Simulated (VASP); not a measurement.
A run of VASP 6.6.1 is set up as follows.

Contents of INCAR:

```
SYSTEM = Pd
PREC     = Accurate       ! precision mode
ENCUT    = 520            ! plane-wave cutoff, eV
EDIFF    = 1E-6           ! SCF threshold, eV
ISMEAR   = 0              ! smearing method
SIGMA    = 0.15           ! smearing width, eV
LREAL    = .FALSE.        ! projectors in reciprocal space
LASPH    = .TRUE.         ! aspherical terms in the spheres
NELM     = 80             ! most SCF steps
ALGO     = Fast           ! electronic algorithm
ISIF     = 2              ! what is computed and relaxed
LWAVE    = .FALSE.        ! write WAVECAR
LCHARG   = .FALSE.        ! write CHGCAR
GGA      = PS             ! functional
NBANDS   = 11             ! bands
```

File KPOINTS:

```
regular mesh
0
G
  20 20 20
  0 0 0
```

POSCAR

```
Pd
1.0
    0.0364668750      1.9449000000      1.9449000000
    1.9449000000      0.0364668750      1.9449000000
    1.9813668750      1.9813668750      0.0000000000
Pd
1
Direct
    0.0000000000      0.0000000000      0.0000000000
```

Potentials or basis: VASP PAW PBE potentials, release 64 (Pd).

The run is started by

```sh
$ cat potpaw_PBE.64/Pd/POTCAR > POTCAR
$ mpirun -np 1 vasp_std > vasp.out
```

(1) Estimate the band gap on the k mesh.

(2) Estimate the pressure.

Answers

(1) zero (band 5 reaches 9.98 eV, above the bottom of band 6 at 8.33 eV).

(2) -2.2 GPa.

Caveat: the cell differs from its parent crystal (strain +0.0375 x Voigt [0, 0, 0, 0, 0, 1]); the PAW data sets were made with another functional, which shifts forces and pressure a little.
